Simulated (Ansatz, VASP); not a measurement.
## One calculation of Pb, two programs

```
CELL_PARAMETERS angstrom
3.48000 0.00000 0.00000
-1.74000 3.01377 0.00000
0.00000 0.00000 20.59000
ATOMIC_POSITIONS crystal
Pb 0.33333 0.66667 0.36425
Pb 0.66667 0.33333 0.50000
Pb 0.33333 0.66667 0.63575
```

Alike in both runs: task single point; functional PBEsol; k mesh 9 × 9 × 1; occupations fermi-dirac, width 0.05 eV; no spin polarisation.

|  | VASP | Ansatz |
| --- | --- | --- |
| version | VASP 6.6.1 | Ansatz 0.2.0 |
| potentials or method | VASP PAW PBE potentials, release 64 (Pb_d), cutoff 520 eV | all-electron LAPW, scalar-relativistic |

Ansatz gave:

* gap on the k mesh at the Fermi level (eV): none
* rms of the force components (eV/Å): 0.010

Task: Which values does VASP return?

Result: gap on the k mesh at the Fermi level (eV): none; rms of the force components (eV/Å): 0.011.

VASP's potentials were made for PBE, not for PBEsol. Atom by atom the forces differ by 0.001 eV/Å (rms over components). A gap of «none» marks a metal or a gap that the smearing closes. Ansatz ran all-electron here, and VASP with PAW potentials.

Spin-orbit coupling is off throughout.
